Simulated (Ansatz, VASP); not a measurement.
Given: the input of a run of VASP 6.6.1 on KMgF3.

The input INCAR:

```
SYSTEM = KMgF3
PREC = Accurate ; ENCUT = 520
EDIFF = 1E-6 ; ISMEAR = -1
SIGMA = 0.05 ; LREAL = .False.
LASPH = .True. ; NELM = 80
ALGO = Normal ; ISIF = 2
LWAVE = .False. ; LCHARG = .True.
GGA = PE ; LELF = .True.
LVHAR = .True. ; NBANDS = 24
```

The input KPOINTS:

```
regular mesh
0
Gamma
  6 6 6
  0 0 0
```

The input POSCAR:

```
KMgF3
1.0
    3.9859000000      0.0199295000      0.0000000000
    0.0199295000      3.9859000000      0.0000000000
    0.0000000000      0.0000000000      3.9859000000
K Mg F
1 1 3
Direct
    0.5000000000      0.5000000000      0.5000000000
    0.0000000000      0.0000000000      0.0000000000
    0.0000000000      0.0000000000      0.5000000000
    0.0000000000      0.5000000000      0.0000000000
    0.5000000000      0.0000000000      0.0000000000
```

Potentials or basis: VASP PAW PBE potentials, release 64 (K_sv, Mg, F).

Launch:

```bash
$ cat potpaw_PBE.64/K_sv/POTCAR potpaw_PBE.64/Mg/POTCAR potpaw_PBE.64/F/POTCAR > POTCAR
$ mpirun -np 1 vasp_std > vasp.out
```

Set up the same calculation for Ansatz 0.2.0. Potentials there: Ansatz PAW.

As run (the cutoff follows the program's own potentials):

File input.yaml:

```yaml
crystal:
  lattice:
    - [3.9859, 0.0199295, 0.0]
    - [0.0199295, 3.9859, 0.0]
    - [0.0, 0.0, 3.9859]
  atoms:
    - { symbol: K, position: [0.5, 0.5, 0.5] }
    - { symbol: Mg, position: [0.0, 0.0, 0.0] }
    - { symbol: F, position: [0.0, 0.0, 0.5] }
    - { symbol: F, position: [0.0, 0.5, 0.0] }
    - { symbol: F, position: [0.5, 0.0, 0.0] }
hamiltonian:
  xc: pbe
  pseudopotentials: { kind: paw }
kpoints:
  mp_grid: { grid: [6, 6, 6] }
scf:
  occupations: { method: fermi_dirac, width: 0.05 }
output:
  forces: true
  stress: true
  eigenvalues: true
```

Potentials or basis: Ansatz PAW.

Launch:

```bash
$ ansatz run input.yaml --threads 2 --pin off --max-ram 5632MiB --backend cpu --events-out ev --progress --plain --runs-dir out
```

Both were run:

|  | VASP | Ansatz | Ansatz less VASP |
| --- | --- | --- | --- |
| gap on the k mesh at the Fermi level (eV) | 7.30 | 7.33 | +0.030 |
| least direct gap on the mesh (eV) | 7.61 | 7.64 | +0.028 |
| pressure (GPa) | 3.4 | 3.8 | +0.43 |
| traceless stress, the component that is largest in VASP (GPa) | -0.49 | -0.48 | +0.007 |

VASP's potentials hold 32 valence electrons a cell and Ansatz's 40, so a difference there can come from the potentials and not from the codes.
